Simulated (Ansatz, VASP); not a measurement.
**One calculation of WC4, two programs**

```xyz
5
Lattice="2.5111 0.0000 0.0000 -1.2555 2.1746 0.0000 0.0000 0.0000 14.0077" Properties=species:S:1:pos:R:3 pbc="T T T"
W     0.0000    0.0000    0.0000
C     1.2555    0.7249    4.7974
C     0.0000    1.4498    4.7974
C     0.0000    1.4498    9.2103
C     1.2555    0.7249    9.2103
```

Alike in both runs: functional PBE; k mesh 12 × 12 × 4; occupations gaussian, width 0.1 eV; no spin polarisation.

Ansatz relaxed the structure, and its values are those at the end. VASP's run is a single point on that final structure, the one shown.

```csv
,VASP,Ansatz
version,VASP 6.6.1,Ansatz 0.2.0
potentials or method,"VASP PAW PBE potentials, release 64 (W_sv, C), cutoff 520 eV","scalar-relativistic, plane waves, PAW"
valence electrons in the cell,30,30
```

VASP gave:

* gap on the k mesh at the Fermi level (eV): none
* pressure (GPa): 0.5

Q: Estimate Ansatz's values.

A: gap on the k mesh at the Fermi level (eV): none; pressure (GPa): 0.0.

A gap of «none» marks a metal or a gap that the smearing closes. With one functional, cell and mesh, what is left measures potentials, basis and numerics.

Neither program's run includes spin-orbit coupling.
